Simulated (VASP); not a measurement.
The system is Ni.

```
CELL_PARAMETERS angstrom
0.00000 2.45346 2.45346
2.45346 0.00000 2.45346
2.45346 2.45346 0.00000
ATOMIC_POSITIONS crystal
Ni 0.12500 0.12500 0.12500
Ni 0.87500 0.87500 0.87500
```

- Program: VASP 6.6.1
- Task: relaxation of cell and atoms
- Functional: PBE
- Potentials or basis: VASP PAW PBE potentials, release 64 (Ni)
- Cutoff: 600 eV
- k mesh: 11 × 11 × 11
- Occupations: fermi-dirac, width 0.1 eV
- Spin: no spin polarisation

At the start: pressure 13.2 GPa; volume 14.77 Å³/atom.

Q: Where does the relaxation end?

A: Over 3 steps the energy falls by 65.9 meV/atom and the volume is 16.55 Å³/atom (+12.0 %); space group Fd-3m (No. 227, to 0.05 Å).

Step by step:
```csv
step,energy change (eV),largest force (eV/Å),pressure (GPa),volume (Å³)
1,0.0000,0.0000,13.19,29.54
2,-0.1035,0.0000,-4.41,35.05
3,-0.1317,0.0000,0.04,33.09
```

Final structure:
```
Ni
1.0
     0.00000    2.54818    2.54818
     2.54818    0.00000    2.54818
     2.54818    2.54818    0.00000
Ni
2
Direct
  0.12500 0.12500 0.12500
  0.87500 0.87500 0.87500
```

Caveat: the run has no spin polarisation, though such a crystal can be magnetic.
